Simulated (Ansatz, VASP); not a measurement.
# Te in VASP and in Ansatz

```
Te
1.0
     3.82029   -2.14820    0.00000
     3.82029    2.14820    0.00000
    -0.09429    0.00000    5.97609
Te
3
Direct
  0.00000 0.00000 0.00000
  0.30945 0.30945 0.33881
  0.69055 0.69055 0.66119
```

Alike in both runs: task relaxation of cell and atoms; functional PBEsol; dispersion D4; k mesh 7 × 7 × 5; occupations fermi-dirac, width 0.05 eV; no spin polarisation.

|  | VASP | Ansatz |
| --- | --- | --- |
| version | VASP 6.6.1 | Ansatz 0.2.0 |
| potentials or method | VASP PAW PBE potentials, release 64 (Te) | Ansatz PAW |
| plane-wave cutoff (eV) | 600 | 420 |
| valence electrons in the cell | 18 | 48 |

```tsv
	VASP	Ansatz	Ansatz less VASP
gap on the k mesh at the Fermi level, each at its own relaxed structure (eV)	none	none	-
relaxed volume (Å³/atom)	30.31	30.30	-0.010
relaxed cell length with the largest relative difference (Å)	5.892	5.885	-0.0064
```

VASP's potentials were made for PBE, not for PBEsol. A gap of «none» marks a metal or a gap that the smearing closes. VASP's potentials hold 18 valence electrons a cell and Ansatz's 48, so a difference there can come from the potentials and not from the codes.

Spin-orbit coupling is off throughout. Noted on Ansatz's run: the plane-wave basis is chosen anew once the cell has moved, so the energies of steps on either side of that aren't comparable.
